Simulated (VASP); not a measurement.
# CsAs3 (R-3m) in VASP: single point with PBE

Aim: the single point of CsAs3 with PBE.

Everything below comes from runs of VASP 6.6.1. Logs are shortened: lines on timing, memory, paths and dates and some standing lists are left out, and cuts for length are marked.

### Step 1. The cell of the first run

It takes space group R-3m (No. 166, trigonal). Conventional cell: a = 6.437 Å, b = 6.437 Å, c = 18.131 Å, α = 90.00°, β = 90.00°, γ = 120.00°. Within 5.0 Å of Cs (site symmetry -3m) lie 12 As at 3.81 to 4.79 Å. Within 2.9 Å of As (site symmetry 3m) lie 1 As at 2.20 Å. Within 2.9 Å of As (site symmetry -3m) lie 2 As at 2.20 Å.

### Step 2. Single point, PBE

The input, POSCAR:

```
CsAs3
1.0
    3.2185514570      1.8582315501      6.0438186022
   -3.2185514570      1.8582315501      6.0438186022
    0.0000000000     -3.7164631002      6.0438186022
Cs As
1 3
Direct
    0.5000000000      0.5000000000      0.5000000000
    0.8788607960      0.8788607960      0.8788607960
    0.1211392040      0.1211392040      0.1211392040
    0.0000000000      0.0000000000      0.0000000000
```

The input, INCAR.step1:

```
SYSTEM = CsAs3
PREC     = Accurate       ! precision mode
ENCUT    = 520            ! plane-wave cutoff, eV
EDIFF    = 1E-6           ! SCF threshold, eV
ISMEAR   = 0              ! smearing method
SIGMA    = 0.02           ! smearing width, eV
LREAL    = .FALSE.        ! projectors in reciprocal space
LASPH    = .TRUE.         ! aspherical terms in the spheres
NELM     = 100            ! most SCF steps
ALGO     = Normal         ! electronic algorithm
ISIF     = 2              ! what is computed and relaxed
LWAVE    = .FALSE.        ! write WAVECAR
LCHARG   = .TRUE.         ! write CHGCAR
GGA      = PE             ! functional
NBANDS   = 20             ! bands
```

The input, KPOINTS.step1:

```
regular mesh
0
G
  6 6 6
  0 0 0
```

The input, INCAR.step2:

```
SYSTEM = CsAs3
PREC     = Accurate       ! precision mode
ENCUT    = 520            ! plane-wave cutoff, eV
EDIFF    = 1E-6           ! SCF threshold, eV
ISMEAR   = -5             ! smearing method
SIGMA    = 0.02           ! smearing width, eV
LREAL    = .FALSE.        ! projectors in reciprocal space
LASPH    = .TRUE.         ! aspherical terms in the spheres
NELM     = 100            ! most SCF steps
ALGO     = Normal         ! electronic algorithm
ISIF     = 2              ! what is computed and relaxed
LWAVE    = .FALSE.        ! write WAVECAR
LCHARG   = .FALSE.        ! write CHGCAR
GGA      = PE             ! functional
LORBIT   = 11             ! projections on sites
NBANDS   = 20             ! bands
NEDOS    = 1001           ! points of the DOS
ICHARG   = 11             ! starting density
```

The input, KPOINTS.step2:

```
regular mesh
0
G
  9 9 9
  0 0 0
```

Potentials or basis: VASP PAW PBE potentials, release 64 (Cs_sv, As).

Command:

```console
$ cat potpaw_PBE.64/Cs_sv/POTCAR potpaw_PBE.64/As/POTCAR > POTCAR
$ cp INCAR.step1 INCAR
$ cp KPOINTS.step1 KPOINTS
$ mpirun -np 1 vasp_std > vasp.out
$ cp INCAR.step2 INCAR
$ cp KPOINTS.step2 KPOINTS
$ mpirun -np 1 vasp_std > vasp.out
```

OUTCAR:

```text
SYSTEM = CsAs3
   PREC = Accurate
   ENCUT = 520
   EDIFF = 1E-6
   ISMEAR = -5
   LREAL = .FALSE.
   LASPH = .TRUE.
   NELM = 100
   ISIF = 2
   GGA = PE
   LORBIT = 11
   ICHARG = 11

 ion  position               nearest neighbor table
   1  0.500  0.500  0.500-
   2  0.879  0.879  0.879-   4 2.20
   3  0.121  0.121  0.121-   4 2.20
   4  0.000  0.000  0.000-   2 2.20   3 2.20

  LATTYP: Found a trigonal (rhomboedric) cell.
 ALAT       =     7.0950575242
 COS(alpha) =     0.5884344003

  Lattice vectors:

 A1 = (   3.2185514570,   1.8582315501,   6.0438186022)
 A2 = (  -3.2185514570,   1.8582315501,   6.0438186022)
 A3 = (   0.0000000000,  -3.7164631002,   6.0438186022)

Analysis of symmetry for initial positions (statically):
=====================================================================
 Subroutine PRICEL returns:
 Original cell was already a primitive cell.

 Routine SETGRP: Setting up the symmetry group for a
 trigonal (rhombohedral) supercell.

 Subroutine GETGRP returns: Found 12 space group operations
 (whereof 12 operations were pure point group operations)
 out of a pool of 12 trial point group operations.

The static configuration has the point symmetry D_3d.

Analysis of symmetry for dynamics (positions and initial velocities):
=====================================================================
 Subroutine PRICEL returns:
 Original cell was already a primitive cell.

 Routine SETGRP: Setting up the symmetry group for a
 trigonal (rhombohedral) supercell.

 Subroutine GETGRP returns: Found 12 space group operations
 (whereof 12 operations were pure point group operations)
 out of a pool of 12 trial point group operations.

The dynamic configuration has the point symmetry D_3d.

 Subroutine INISYM returns: Found 12 space group operations
 (whereof 12 operations are pure point group operations),
 and found     1 'primitive' translations

----------------------------------------------------------------------------------------

                                     Primitive cell

  volume of cell :     216.8817

  direct lattice vectors                    reciprocal lattice vectors
     3.218551457  1.858231550  6.043818602     0.155349388  0.089691011  0.055152769
    -3.218551457  1.858231550  6.043818602    -0.155349388  0.089691011  0.055152769
     0.000000000 -3.716463100  6.043818602     0.000000000 -0.179382022  0.055152769

  length of vectors
     7.095057524  7.095057524  7.095057524     0.187669225  0.187669225  0.187669225

  position of ions in fractional coordinates (direct lattice)
     0.500000000  0.500000000  0.500000000
     0.878860796  0.878860796  0.878860796
     0.121139204  0.121139204  0.121139204
     0.000000000  0.000000000  0.000000000

  ion indices of the primitive-cell ions
   primitive index   ion index
                 1           1
                 2           2
                 3           3
                 4           4

----------------------------------------------------------------------------------------

 KPOINTS: regular mesh

Automatic generation of k-mesh.
 Grid dimensions read from file:
 generate k-points for:    9    9    9

 Generating k-lattice:

  Cartesian coordinates                     Fractional coordinates (reciprocal lattice)
     0.017261043  0.009965668  0.006128085     0.111111111 -0.000000000  0.000000000
    -0.017261043  0.009965668  0.006128085    -0.000000000  0.111111111  0.000000000
     0.000000000 -0.019931336  0.006128085     0.000000000  0.000000000  0.111111111

  Length of vectors
     0.020852136  0.020852136  0.020852136

  Shift w.r.t. Gamma in fractional coordinates (k-lattice)
     0.000000000  0.000000000  0.000000000

 TETIRR: Found    369 inequivalent tetrahedra from     4374

 Subroutine IBZKPT returns following result:
 ===========================================

 Found     85 irreducible k-points:

 Following reciprocal coordinates:
            Coordinates               Weight
  0.000000  0.000000  0.000000      1.000000
  0.111111  0.000000  0.000000      6.000000
  0.222222  0.000000  0.000000      6.000000
  0.333333  0.000000  0.000000      6.000000
  0.444444  0.000000  0.000000      6.000000
  0.111111  0.111111  0.000000      6.000000
[... 16 lines left out ...]
 -0.333333  0.333333  0.000000      6.000000
  0.444444  0.444444  0.000000      6.000000
 [... further k-points ...]
   k-points           NKPTS =     85   k-points in BZ     NKDIM =     85   number of bands    NBANDS=     20
   number of dos      NEDOS =   1001   number of ions     NIONS =      4
   total plane-waves  NPLWV = 157464
   dimension x,y,z NGX =    54 NGY =   54 NGZ =   54
   dimension x,y,z NGXF=   108 NGYF=  108 NGZF=  108
   ions per type =               1   3
   NGX,Y,Z   is equivalent  to a cutoff of  12.65, 12.65, 12.65 a.u.
   NGXF,Y,Z  is equivalent  to a cutoff of  25.31, 25.31, 25.31 a.u.
 SYSTEM =  CsAs3
   PREC   = accura    normal or accurate (medium, high low for compatibility)
   ISTART =      0    job   : 0-new  1-cont  2-samecut
   ICHARG =     11    charge: 1-file 2-atom 10-const
   ISPIN  =      1    spin polarized calculation?
   LNONCOLLINEAR =      F non collinear calculations
   LSORBIT =      F    spin-orbit coupling
   LASPH  =      T    aspherical Exc in radial PAW
   ENCUT  =  520.0 eV  38.22 Ry    6.18 a.u.  13.19 13.19 13.19*2*pi/ulx,y,z
   NELM   =    100;   NELMIN=  2; NELMDL=  0     # of ELM steps
   EDIFF  = 0.1E-05   stopping-criterion for ELM
   LREAL  =      F    real-space projection
[... 7 lines left out ...]
   TEBEG  =    0.0;   TEEND  =   0.0 temperature during run
   PSTRESS=    0.0 pullay stress
   NELECT =      24.0000    total number of electrons
   NUPDOWN=      -1.0000    fix difference up-down
   EMIN   =  10.00;   EMAX   =-10.00  energy-range for DOS
   EFERMI =   0.00;   METHOD = LEGACY
   ISMEAR =    -5;   SIGMA  =   0.02  broadening in eV -4-tet -1-fermi 0-gaus
   EFERMI_NEDOS =   21; number of points for ismear=-14 and -15
   IALGO  =     38    algorithm
   IMIX   =      4    mixing-type and parameters
     AMIX     =   0.40;   BMIX     =  1.00
     AMIX_MAG =   1.60;   BMIX_MAG =  1.00
  volume/ion in A,a.u.               =      54.22       365.90
  Fermi-wavevector in a.u.,A,eV,Ry     =   0.785967  1.485262  8.404917  0.617744
  Thomas-Fermi vector in A             =   1.890410
   LORBIT       =     11    0 simple, 1 ext, 2 COOP (PROOUT), +10 PAW based schemes
   GGA     = PE    functional components
   LHFCALC =     F    Hartree Fock is set to
   AEXX    =    0.0000 exact exchange contribution
   IVDW    =     0    specifies the selected vdW correction
   LEPSILON=     F    determine dielectric tensor
   LRPA    =     F    only Hartree local field effects (RPA)
 non-spin polarized calculation
 Fermi weights with tetrahedron method with Bloechl corrections
  energy-cutoff  :      520.00
  volume of cell :      216.88
 maximum number of plane-waves:      5859
 NGX is ok and might be reduce to    54

 number of electron      24.0000000 magnetization

 Free energy of the ion-electron system (eV)
  ---------------------------------------------------
  ext. energy  EPLUGINS =         0.00000000
  ---------------------------------------------------
  free energy    TOTEN  =       -14.23471236 eV

  energy without entropy =      -14.23471236  energy(sigma->0) =      -14.23471236

 E-fermi :  -0.2369     XC(G=0):  -6.1775

 val. band max:       -0.2378059530   @ k =  -0.4444   0.4444   0.4444
 cond. band min:       0.8046132152   @ k =  -0.4444   0.4444   0.4444
 fundamental gap:      1.0424191682
 Fermi energy:        -0.2368867221

 k-point     1 :       0.0000    0.0000    0.0000
  band No.  band energies     occupation
      1     -21.9656      2.00000
      2     -12.9450      2.00000
      3     -10.6181      2.00000
      4      -8.8148      2.00000
      5      -8.7932      2.00000
      6      -8.7932      2.00000
[... 12 lines left out ...]
     19       4.7488      0.00000
     20       5.6680      0.00000

 k-point     2 :       0.1111    0.0000    0.0000
  band No.  band energies     occupation
      1     -21.9655      2.00000
      2     -12.9436      2.00000
      3     -10.6272      2.00000
      4      -8.8182      2.00000
      5      -8.8114      2.00000
      6      -8.7948      2.00000
[... 12 lines left out ...]
     19       4.8662      0.00000
     20       5.7381      0.00000

 k-point     3 :       0.2222    0.0000    0.0000
  band No.  band energies     occupation
      1     -21.9652      2.00000
      2     -12.9401      2.00000
      3     -10.6500      2.00000
      4      -8.8532      2.00000
      5      -8.8264      2.00000
      6      -8.7990      2.00000
[... 12 lines left out ...]
     19       5.0512      0.00000
     20       5.7274      0.00000

 k-point     4 :       0.3333    0.0000    0.0000
  band No.  band energies     occupation
      1     -21.9648      2.00000
      2     -12.9360      2.00000
      3     -10.6758      2.00000
      4      -8.8951      2.00000
      5      -8.8352      2.00000
      6      -8.8037      2.00000
[... 12 lines left out ...]
     19       4.9929      0.00000
     20       5.1991      0.00000

 k-point     5 :       0.4444    0.0000    0.0000
  band No.  band energies     occupation
      1     -21.9646      2.00000
      2     -12.9332      2.00000
      3     -10.6925      2.00000
      4      -8.9201      2.00000
      5      -8.8406      2.00000
      6      -8.8067      2.00000
[... 12 lines left out ...]
     19       4.7103      0.00000
     20       4.9455      0.00000
[... 353 lines left out ...]
      6      -8.7134      2.00000
[... 12 lines left out ...]
     19       4.8594      0.00000
     20       5.2757      0.00000

 k-point    22 :      -0.4444    0.3333    0.0000
  band No.  band energies     occupation
      1     -21.9645      2.00000
      2     -12.9091      2.00000
      3     -10.8165      2.00000
      4      -8.8501      2.00000
      5      -8.8457      2.00000
      6      -8.7109      2.00000
[... 12 lines left out ...]
     19       5.0356      0.00000
     20       5.1036      0.00000

 k-point    23 :      -0.3333    0.3333    0.0000
  band No.  band energies     occupation
      1     -21.9644      2.00000
      2     -12.9163      2.00000
      3     -10.7852      2.00000
      4      -8.8785      2.00000
      5      -8.8446      2.00000
      6      -8.7317      2.00000
[... 12 lines left out ...]
     19       4.9169      0.00000
     20       5.1247      0.00000

 k-point    24 :       0.4444    0.4444    0.0000
  band No.  band energies     occupation
      1     -21.9646      2.00000
      2     -12.9009      2.00000
      3     -10.8509      2.00000
      4      -8.8477      2.00000
      5      -8.8103      2.00000
      6      -8.6815      2.00000
[... 12 lines left out ...]
     19       4.7713      0.00000
     20       5.1073      0.00000

 [... further k-points ...]

------------------------ aborting loop because EDIFF is reached ----------------------------------------

  FORCE on cell =-STRESS in cart. coord.  units (eV):
  Direction    XX          YY          ZZ          XY          YZ          ZX
  --------------------------------------------------------------------------------------
  -------------------------------------------------------------------------------------
  Total        0.0451955      0.0451955      0.4750169      0.0000000     -0.0000000      0.0000000
  in kB        0.3338739      0.3338739      3.5091075      0.0000000     -0.0000000      0.0000000
  external PRESSURE =       1.3922851 kB  Pullay stress =       0.0000000 kB

 VOLUME and BASIS-vectors are now :
 -----------------------------------------------------------------------------
  energy-cutoff  :      520.00
  volume of cell :      216.88
      direct lattice vectors                 reciprocal lattice vectors
     3.218551457  1.858231550  6.043818602     0.155349388  0.089691011  0.055152769
    -3.218551457  1.858231550  6.043818602    -0.155349388  0.089691011  0.055152769
     0.000000000 -3.716463100  6.043818602     0.000000000 -0.179382022  0.055152769

 POSITION                                       TOTAL-FORCE (eV/Angst)
 -----------------------------------------------------------------------------------
      0.00000      0.00000      9.06573         0.000000     -0.000000      0.000000
      0.00000      0.00000     15.93503         0.000000     -0.000000     -0.088897
      0.00000      0.00000      2.19643         0.000000      0.000000      0.088897
      0.00000      0.00000      0.00000         0.000000     -0.000000      0.000000
 -----------------------------------------------------------------------------------
    total drift:                                0.000000     -0.000000      0.000000

  FREE ENERGIE OF THE ION-ELECTRON SYSTEM (eV)
  ---------------------------------------------------
  free  energy   TOTEN  =       -14.2347123615 eV

  energy  without entropy=      -14.2347123615  energy(sigma->0) =      -14.23471236

 total charge

# of ion       s       p       d       tot
------------------------------------------
    1        1.835   4.701   0.027   6.563
    2        1.288   1.406   0.029   2.723
    3        1.288   1.406   0.029   2.723
    4        1.232   1.486   0.062   2.780
--------------------------------------------------
tot          5.643   8.999   0.146  14.788
```

It took 9.9 min on 1 thread of Oxide Virtual Turin-like, shared host; peak memory 0.56 GiB.

What came out:

- Valence electrons inside the program's atomic spheres: Cs 6.56; As 2.72, 2.78 (each value once)

Caveat: spin-orbit coupling is left out, which moves the levels of the heavy elements.
